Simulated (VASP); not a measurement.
# Co (P6_3/mmc) in VASP: relaxation of cell and atoms with LDA

Aim: the relaxation of cell and atoms of Co with LDA.

Everything below comes from runs of VASP 6.6.1. Logs are shortened: lines on timing, memory, paths and dates and some standing lists are left out, and cuts for length are marked.

## 1. The cell of the first run

It takes space group P6_3/mmc (No. 194, hexagonal). Conventional cell: a = 2.494 Å, b = 2.494 Å, c = 4.033 Å, α = 90.00°, β = 90.00°, γ = 120.00°. Co (site symmetry -6m2) has 12 Co at 2.48 to 2.49 Å within 3.3 Å.

## 2. Relaxation of cell and atoms, LDA, collinear spin, ferromagnetic start

The input, INCAR:

```
SYSTEM = Co
  PREC = Accurate
  ENCUT = 600
  EDIFF = 1E-6
  ISMEAR = 0
  SIGMA = 0.1
  LREAL = .FALSE.
  LASPH = .TRUE.
  NELM = 150
  ALGO = Normal
  ISIF = 3
  LWAVE = .FALSE.
  LCHARG = .FALSE.
  ISPIN = 2
  MAGMOM = 1.86 1.86
  LORBIT = 11
  LMAXMIX = 4
  GGA = CA
  IBRION = 2
  NSW = 70
  EDIFFG = -0.005
```

The input, KPOINTS:

```
regular mesh
0
G
  21 21 10
  0 0 0
```

The input, POSCAR:

```
Co
1.0
    2.4937685660      0.0000000000      0.0000000000
   -1.2468842830      2.1596669293      0.0000000000
    0.0000000000      0.0000000000      4.0330681433
Co
2
Direct
    0.3333333333      0.6666666667      0.2500000000
    0.6666666667      0.3333333333      0.7500000000
```

Potentials or basis: VASP PAW LDA potentials, release 64 (Co).

On the command line:

```console
> cat potpaw_LDA.64/Co/POTCAR > POTCAR
> mpirun -np 1 vasp_std > vasp.out
```

OUTCAR:

```text
SYSTEM = Co
   PREC = Accurate
   ENCUT = 600
   EDIFF = 1E-6
   ISMEAR = 0
   LREAL = .FALSE.
   LASPH = .TRUE.
   NELM = 150
   ISIF = 3
   ISPIN = 2
   LORBIT = 11
   GGA = CA
   IBRION = 2
   NSW = 70
   EDIFFG = -0.005

 ion  position               nearest neighbor table
   1  0.333  0.667  0.250-   2 2.48   2 2.48   2 2.48   2 2.48   2 2.48   2 2.48
   2  0.667  0.333  0.750-   1 2.48   1 2.48   1 2.48   1 2.48   1 2.48   1 2.48

  LATTYP: Found a hexagonal cell.
 ALAT       =     2.4937685660
 C/A-ratio  =     1.6172583929

  Lattice vectors:

 A1 = (   2.4937685660,   0.0000000000,   0.0000000000)
 A2 = (  -1.2468842830,   2.1596669293,   0.0000000000)
 A3 = (   0.0000000000,   0.0000000000,   4.0330681433)

Analysis of symmetry for initial positions (statically):
=====================================================================
 Subroutine PRICEL returns:
 Original cell was already a primitive cell.

 Routine SETGRP: Setting up the symmetry group for a
 hexagonal supercell.

 Subroutine GETGRP returns: Found 24 space group operations
 (whereof 12 operations were pure point group operations)
 out of a pool of 24 trial point group operations.

The static configuration has the point symmetry D_3d.
 The point group associated with its full space group is D_6h.

Analysis of symmetry for dynamics (positions and initial velocities):
=====================================================================
 Subroutine PRICEL returns:
 Original cell was already a primitive cell.

 Routine SETGRP: Setting up the symmetry group for a
 hexagonal supercell.

 Subroutine GETGRP returns: Found 24 space group operations
 (whereof 12 operations were pure point group operations)
 out of a pool of 24 trial point group operations.

The dynamic configuration has the point symmetry D_3d.
 The point group associated with its full space group is D_6h.

Analysis of structural, dynamic, and magnetic symmetry:
=====================================================================
 Subroutine PRICEL returns:
 Original cell was already a primitive cell.

 Routine SETGRP: Setting up the symmetry group for a
 hexagonal supercell.

 Subroutine GETGRP returns: Found 24 space group operations
 (whereof 12 operations were pure point group operations)
 out of a pool of 24 trial point group operations.

The overall configuration has the point symmetry D_3d.
 The point group associated with its full space group is D_6h.

 Subroutine INISYM returns: Found 24 space group operations
 (whereof 12 operations are pure point group operations),
 and found     1 'primitive' translations

----------------------------------------------------------------------------------------

                                     Primitive cell

  volume of cell :      21.7209

  direct lattice vectors                    reciprocal lattice vectors
     2.493768566  0.000000000  0.000000000     0.400999521  0.231517181  0.000000000
    -1.246884283  2.159666929  0.000000000     0.000000000  0.463034363  0.000000000
     0.000000000  0.000000000  4.033068143     0.000000000  0.000000000  0.247950187

  length of vectors
     2.493768566  2.493768566  4.033068143     0.463034363  0.463034363  0.247950187

  position of ions in fractional coordinates (direct lattice)
     0.333333333  0.666666667  0.250000000
     0.666666667  0.333333333  0.750000000

  ion indices of the primitive-cell ions
   primitive index   ion index
                 1           1
                 2           2

----------------------------------------------------------------------------------------

 KPOINTS: regular mesh

Automatic generation of k-mesh.
 Grid dimensions read from file:
 generate k-points for:   21   21   10

 Generating k-lattice:

  Cartesian coordinates                     Fractional coordinates (reciprocal lattice)
     0.019095215  0.011024628  0.000000000     0.047619048  0.000000000  0.000000000
     0.000000000  0.022049255  0.000000000     0.000000000  0.047619048  0.000000000
     0.000000000  0.000000000  0.024795019     0.000000000  0.000000000  0.100000000

  Length of vectors
     0.022049255  0.022049255  0.024795019

  Shift w.r.t. Gamma in fractional coordinates (k-lattice)
     0.000000000  0.000000000  0.000000000

 Subroutine IBZKPT returns following result:
 ===========================================

 Found    288 irreducible k-points:

 Following reciprocal coordinates:
            Coordinates               Weight
  0.000000  0.000000  0.000000      1.000000
  0.047619  0.000000  0.000000      6.000000
  0.095238 -0.000000  0.000000      6.000000
  0.142857  0.000000  0.000000      6.000000
  0.190476 -0.000000  0.000000      6.000000
  0.238095 -0.000000  0.000000      6.000000
[... 16 lines left out ...]
  0.142857  0.095238  0.000000     12.000000
  0.190476  0.095238  0.000000     12.000000
 [... further k-points ...]
   k-points           NKPTS =    288   k-points in BZ     NKDIM =    288   number of bands    NBANDS=     15
   number of dos      NEDOS =    301   number of ions     NIONS =      2
   total plane-waves  NPLWV =  12800
   dimension x,y,z NGX =    20 NGY =   20 NGZ =   32
   dimension x,y,z NGXF=    40 NGYF=   40 NGZF=   64
   ions per type =               2
   NGX,Y,Z   is equivalent  to a cutoff of  13.33, 13.33, 13.19 a.u.
   NGXF,Y,Z  is equivalent  to a cutoff of  26.67, 26.67, 26.38 a.u.
 SYSTEM =  Co
   PREC   = accura    normal or accurate (medium, high low for compatibility)
   ISTART =      0    job   : 0-new  1-cont  2-samecut
   ICHARG =      2    charge: 1-file 2-atom 10-const
   ISPIN  =      2    spin polarized calculation?
   LNONCOLLINEAR =      F non collinear calculations
   LSORBIT =      F    spin-orbit coupling
   LASPH  =      T    aspherical Exc in radial PAW
   ENCUT  =  600.0 eV  44.10 Ry    6.64 a.u.   4.98  4.98  8.06*2*pi/ulx,y,z
   NELM   =    150;   NELMIN=  2; NELMDL= -5     # of ELM steps
   EDIFF  = 0.1E-05   stopping-criterion for ELM
   LREAL  =      F    real-space projection
   EDIFFG = -.5E-02   stopping-criterion for IOM
   NSW    =     70    number of steps for IOM
   IBRION =      2    ionic relax: 0-MD 1-quasi-New 2-CG
   NFREE  =      1    steps in history (QN), initial steepest desc. (CG)
   ISIF   =      3    stress and relaxation
   ISYM   =      2    0-nonsym 1-usesym 2-fastsym
   POTIM  = 0.5000    time-step for ionic-motion
   TEBEG  =    0.0;   TEEND  =   0.0 temperature during run
   PSTRESS=    0.0 pullay stress
   NELECT =      18.0000    total number of electrons
   NUPDOWN=      -1.0000    fix difference up-down
   EMIN   =  10.00;   EMAX   =-10.00  energy-range for DOS
   EFERMI =   0.00;   METHOD = LEGACY
   ISMEAR =     0;   SIGMA  =   0.10  broadening in eV -4-tet -1-fermi 0-gaus
   EFERMI_NEDOS =   21; number of points for ismear=-14 and -15
   IALGO  =     38    algorithm
   IMIX   =      4    mixing-type and parameters
     AMIX     =   0.40;   BMIX     =  1.00
     AMIX_MAG =   1.60;   BMIX_MAG =  1.00
  volume/ion in A,a.u.               =      10.86        73.29
  Fermi-wavevector in a.u.,A,eV,Ry     =   1.537704  2.905840 32.171447  2.364535
  Thomas-Fermi vector in A             =   2.644176
   LORBIT       =     11    0 simple, 1 ext, 2 COOP (PROOUT), +10 PAW based schemes
   GGA     = CA    functional components
   LHFCALC =     F    Hartree Fock is set to
   AEXX    =    0.0000 exact exchange contribution
   IVDW    =     0    specifies the selected vdW correction
   LEPSILON=     F    determine dielectric tensor
   LRPA    =     F    only Hartree local field effects (RPA)
 conjugate gradient relaxation of ions
 spin polarized calculation
 Gauss-broadening in eV      SIGMA  =   0.10
  energy-cutoff  :      600.00
  volume of cell :       21.72
 maximum number of plane-waves:       756
 NGX is ok and might be reduce to    20
   NGX =  9   NGY =  9   NGZ = 17

--------------------------------------- Ionic step        1  -------------------------------------------

 number of electron      17.9999994 magnetization       3.0855464

 Free energy of the ion-electron system (eV)
  ---------------------------------------------------
  ext. energy  EPLUGINS =         0.00000000
  ---------------------------------------------------
  free energy    TOTEN  =       -16.14058533 eV

  energy without entropy =      -16.13142606  energy(sigma->0) =      -16.13600569

 E-fermi :   9.8698     XC(G=0): -13.7320

 val. band max:        9.8696998382   @ k =   0.2857   0.2381   0.4000
 cond. band min:       9.8705008481   @ k =   0.3333   0.3333   0.4000
 fundamental gap:      0.0008010100
 Fermi energy:         9.8698330582

 spin component 1

 k-point     1 :       0.0000    0.0000    0.0000
  band No.  band energies     occupation
      1       0.9938      1.00000
      2       4.8450      1.00000
      3       7.4287      1.00000
      4       7.4572      1.00000
      5       7.4572      1.00000
      6       7.7739      1.00000
      7       7.7739      1.00000
      8       8.1338      1.00000
      9       8.1338      1.00000
     10       9.2528      1.00000
     11       9.2528      1.00000
     12       9.8212      0.75416
     13      16.3187      0.00000
     14      31.8665      0.00000
     15      34.3253      0.00000
[... 1135 lines left out ...]
  energy  without entropy=      -16.2477612478  energy(sigma->0) =      -16.25214899

--------------------------------------- Ionic step        9  -------------------------------------------

 number of electron      18.0000005 magnetization       2.9860776

 Free energy of the ion-electron system (eV)
  ---------------------------------------------------
  ext. energy  EPLUGINS =         0.00000000
  ---------------------------------------------------
  free energy    TOTEN  =       -16.25654742 eV

  energy without entropy =      -16.24777845  energy(sigma->0) =      -16.25216294

 E-fermi :  11.1378     XC(G=0): -14.2425

 val. band max:       11.1344397232   @ k =   0.1905   0.1905   0.1000
 cond. band min:      11.1385530212   @ k =   0.1429   0.0476   0.2000
 fundamental gap:      0.0041132980
 Fermi energy:        11.1377893717

 spin component 1

 k-point     1 :       0.0000    0.0000    0.0000
  band No.  band energies     occupation
      1       1.7633      1.00000
      2       5.6985      1.00000
      3       8.5934      1.00000
      4       8.6006      1.00000
      5       8.6006      1.00000
      6       8.9715      1.00000
      7       8.9715      1.00000
      8       9.3700      1.00000
      9       9.3700      1.00000
     10      10.6614      1.00000
     11      10.6614      1.00000
     12      11.1035      0.68611
     13      18.4568      0.00000
     14      33.8180      0.00000
     15      37.1758      0.00000
[... 879 lines left out ...]
  FREE ENERGIE OF THE ION-ELECTRON SYSTEM (eV)
  ---------------------------------------------------
  free  energy   TOTEN  =       -16.2565474188 eV

  energy  without entropy=      -16.2477784514  energy(sigma->0) =      -16.25216294

 reached required accuracy - stopping structural energy minimisation

 total charge

# of ion       s       p       d       tot
------------------------------------------
    1        0.525   0.594   7.341   8.460
    2        0.525   0.594   7.341   8.460
--------------------------------------------------
tot          1.050   1.187  14.683  16.920

 magnetization (x)

# of ion       s       p       d       tot
------------------------------------------
    1       -0.013  -0.040   1.539   1.486
    2       -0.013  -0.040   1.539   1.486
--------------------------------------------------
tot         -0.027  -0.080   3.078   2.972
```

It took 16 min on 1 thread of Oxide Virtual Turin-like, shared host; peak memory 0.25 GiB.

What came out:

```
Free energy                                           : -16.2565 eV
Relaxed volume                                        : 9.97 Å³/atom
Relaxed cell                                          : a = 2.426 Å, b = 2.426 Å, c = 3.910 Å, α = 90.00°, β = 90.00°, γ = 120.00°
Space group after relaxing (to 0.1 Å)                 : P6_3/mmc (No. 194)
Energy gained by relaxing                             : 58.0 meV/atom
Ionic steps                                           : 9
Pressure after relaxing                               : 0.0 GPa
Net moment                                            : 2.99 μB per cell
Site moments                                          : Co +1.49 μB
Valence electrons inside the program's atomic spheres : Co 8.46
```

The path:
```csv
step,energy change (eV),largest force (eV/Å),pressure (GPa),volume (Å³)
1,0.0000,0.0000,-19.26,21.72
2,0.0958,0.0000,35.01,17.87
3,-0.1158,0.0000,-0.72,20.00
4,-0.1159,0.0000,-0.09,19.95
5,-0.1159,0.0000,0.35,19.91
6,-0.1159,0.0000,-0.38,19.97
7,-0.1160,0.0000,-0.19,19.95
8,-0.1160,0.0000,-0.12,19.95
9,-0.1160,0.0000,0.05,19.93
```

Final structure:
```xyz
2
Lattice="2.4263 0.0000 0.0000 -1.2131 2.1012 0.0000 0.0000 0.0000 3.9101" Properties=species:S:1:pos:R:3 pbc="T T T"
Co    0.0000    1.4008    0.9775
Co    1.2131    0.7004    2.9326
```
